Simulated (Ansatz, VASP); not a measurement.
# TiO2 in VASP and in Ansatz

INCAR

```
  PREC = Accurate
  ENCUT = 520
  EDIFF = 1E-6
  ISMEAR = 0
  SIGMA = 0.02
  LREAL = F
  LASPH = T
  NELM = 60
  ALGO = Normal
  ISIF = 2
  LWAVE = F
  LCHARG = F
  GGA = PE
  NBANDS = 33
```

The input KPOINTS:

```
regular mesh
0
Gamma
  6 6 6
```

The input POSCAR:

```
TiO2
1.0
    2.6805548658     -2.7284128728     -0.0617389515
    2.6752617647      2.7231209861     -0.0543959535
   -2.7090875630      0.0090815493      4.8052823094
Ti O
2 4
Direct
    0.1219484995      0.8575515384      0.2362471605
    0.8755807488      0.1482181876      0.7558577591
    0.3540058329      0.0989456189      0.6738295210
    0.6731971283      0.9418963086      0.3216654504
    0.9681807552      0.6826863602      0.8467382601
    0.0640405078      0.3491038293      0.1745947979
```

Input for Ansatz:

```yaml
crystal:
  lattice:
    - [2.6805548658, -2.7284128728, -0.0617389515]
    - [2.6752617647, 2.7231209861, -0.0543959535]
    - [-2.709087563, 0.0090815493, 4.8052823094]
  atoms:
    - { symbol: Ti, position: [0.1219484995, 0.8575515384, 0.2362471605] }
    - { symbol: Ti, position: [0.8755807488, 0.1482181876, 0.7558577591] }
    - { symbol: O, position: [0.3540058329, 0.0989456189, 0.673829521] }
    - { symbol: O, position: [0.6731971283, 0.9418963086, 0.3216654504] }
    - { symbol: O, position: [0.9681807552, 0.6826863602, 0.8467382601] }
    - { symbol: O, position: [0.0640405078, 0.3491038293, 0.1745947979] }
basis:
  ecutwfc: 600
kpoints:
  mp_grid: { grid: [6, 6, 6] }
hamiltonian:
  xc: pbe
scf:
  occupations: { method: gaussian, width: 0.02 }
output:
  forces: true
  stress: true
  eigenvalues: true
```

Change from the starting cell: ecut displaced: 600 eV.

Alike in both runs: task single point; functional PBE; k mesh 6 × 6 × 6; occupations gaussian, width 0.02 eV; no spin polarisation.

|  | VASP | Ansatz |
| --- | --- | --- |
| version | VASP 6.6.1 | Ansatz 0.2.0 |
| potentials or method | VASP PAW PBE potentials, release 64 (Ti_sv, O), cutoff 520 eV | scalar-relativistic, plane waves, PAW |
| valence electrons in the cell | 48 | 48 |

|  | VASP | Ansatz | Ansatz less VASP |
| --- | --- | --- | --- |
| gap on the k mesh at the Fermi level (eV) | 2.19 | 2.21 | +0.021 |
| least direct gap on the mesh (eV) | 2.60 | 2.62 | +0.019 |
| pressure (GPa) | 2.7 | 2.0 | -0.70 |
| traceless stress, the component that is largest in VASP (GPa) | 5.41 | 5.40 | -0.019 |
| rms of the force components (eV/Å) | 0.629 | 0.613 | -0.0161 |

Atom by atom the forces differ by 0.031 eV/Å (rms over components).
